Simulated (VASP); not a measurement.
Runs of VASP 6.6.1 on Rh. The structure is that of space group Fm-3m (No. 225), or close to it. The cells are those of the table. 

| level | potentials or basis | cell | k mesh | cutoff (eV) | smearing | grid for exact exchange (PRECFOCK) | share of exact exchange | screening parameter | gap on the mesh (eV) | pressure (GPa) |
| --- | --- | --- | --- | --- | --- | --- | --- | --- | --- | --- |
| PBEsol-based screened hybrid with 25 % exact exchange | VASP PAW PBE potentials, release 64 (Rh_pv) | a = 2.719 Å, angles 60.0°, 1 atom | 6 × 6 × 6 | 520 | fermi-dirac 0.05 eV | Normal | 0.25 | 0.207 1/Å | none | (b) |
| PBEsol-based screened hybrid with 25 % exact exchange | VASP PAW PBE potentials, release 64 (Rh_pv) | a = 2.702 Å, angles 60.0°, 1 atom | 6 × 6 × 6 | 520 | fermi-dirac 0.05 eV | Normal | 0.25 | 0.207 1/Å | none | -14.0 |
| r2SCAN | VASP PAW PBE potentials, release 64 (Rh_sv_GW) | a = 2.684 Å, angles 60.0°, 1 atom | 12 × 12 × 12 | 680 | fermi-dirac 0.05 eV | - | - | - | none | (a) |
| PBEsol-based screened hybrid with 25 % exact exchange | VASP PAW PBE potentials, release 64 (Rh_pv) | a = 2.684 Å, angles 60.0°, 1 atom | 6 × 6 × 6 | 520 | fermi-dirac 0.05 eV | Normal | 0.25 | 0.207 1/Å | none | -9.0 |
| PBE0 | VASP PAW PBE potentials, release 64 (Rh_pv) | a = 2.684 Å, angles 60.0°, 1 atom | 8 × 8 × 8 | 520 | fermi-dirac 0.05 eV | Normal | 0.25 | - | none | -2.3 |
| B3LYP | VASP PAW PBE potentials, release 64 (Rh_pv) | a = 2.684 Å, angles 60.0°, 1 atom | 6 × 6 × 6 | 520 | fermi-dirac 0.05 eV | Normal | 0.2 | - | none | 12.4 |
| r2SCAN0+D4 | VASP PAW PBE potentials, release 64 (Rh_pv) | a = 2.610 Å, angles 60.0°, 1 atom | 9 × 9 × 9 | 440 | gaussian 0.02 eV | Normal | 0.25 | - | none | 17.3 |

Alike in all rows: no spin polarisation.

Problem. Fill in the values left out.

Solution. (a) 0.9; (b) -18.3.

Caveats: some runs use coarse meshes; the PAW data sets were made with another functional, which shifts forces and pressure a little; the cell stands under pressure (at least some runs).

A k mesh can miss the band edges, and the runs leave out spin-orbit coupling on Rh.

A gap of «none» marks levels without a gap at the run's occupations.

The runs don't all hold the same shells in valence.
